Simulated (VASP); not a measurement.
# S: relaxation of cell and atoms with PBEsol

The system is S.

```
S
1.0
     0.00000    2.89000    2.89000
     2.89000    0.00000    2.89000
     2.89000    2.89000    0.00000
S
2
Direct
  0.00000 0.00000 0.00000
  0.25000 0.25000 0.25000
```

```json
{
 "Program": "VASP 6.6.1",
 "Task": "relaxation of cell and atoms",
 "Functional": "PBEsol",
 "Potentials or basis": "VASP PAW PBE potentials, release 64 (S)",
 "Cutoff": "600 eV",
 "k mesh": "5 × 5 × 5",
 "Occupations": "methfessel-paxton, width 0.02 eV",
 "Spin": "no spin polarisation",
 "Dipole correction": "no",
 "Further INCAR settings": "ALGO = Normal; EDIFF = 1e-06; IBRION = 2; EDIFFG = -0.02; NSW = 60; ISIF = 3"
}
```

```
Relaxed volume                         : 22.88 Å³/atom
Relaxed cell                           : a = 4.015 Å, b = 4.015 Å, c = 4.015 Å, α = 60.00°, β = 60.00°, γ = 60.00°
Space group after relaxing (to 0.05 Å) : Fd-3m (No. 227)
Energy gained by relaxing              : 9.4 meV/atom
Ionic steps                            : 2
Pressure after relaxing                : 0.1 GPa
Band gap on the k mesh                 : zero (band 6 reaches 4.13 eV, above the bottom of band 7 at 2.97 eV)
```

Step by step:
```
step  energy change (eV)  largest force (eV/Å)  pressure (GPa)  volume (Å³)
   1              0.0000                0.0000           -2.44        48.28
   2             -0.0188                0.0000            0.05        45.75
```

Final structure:
```
CELL_PARAMETERS angstrom
0.00000 2.83878 2.83878
2.83878 0.00000 2.83878
2.83878 2.83878 0.00000
ATOMIC_POSITIONS crystal
S 0.00000 0.00000 0.00000
S 0.25000 0.25000 0.25000
```

Levels at points of the mesh, in eV from the Fermi level:
```tsv
k point	band 3	band 4	band 5	band 6	band 7	band 8	band 9	band 10
(0.00, 0.00, 0.00)	-4.17	-4.17	-4.17	-1.14	-1.14	-1.14	5.25	7.58
```

Wall time 23 s on 1 thread of Intel Xeon 6975P-C, on a shared host, peak memory 0.19 GiB.

Caveat: the k points lie up to 0.38 Å⁻¹ apart in the final cell; the PAW data sets were made with another functional, which shifts forces and pressure a little.
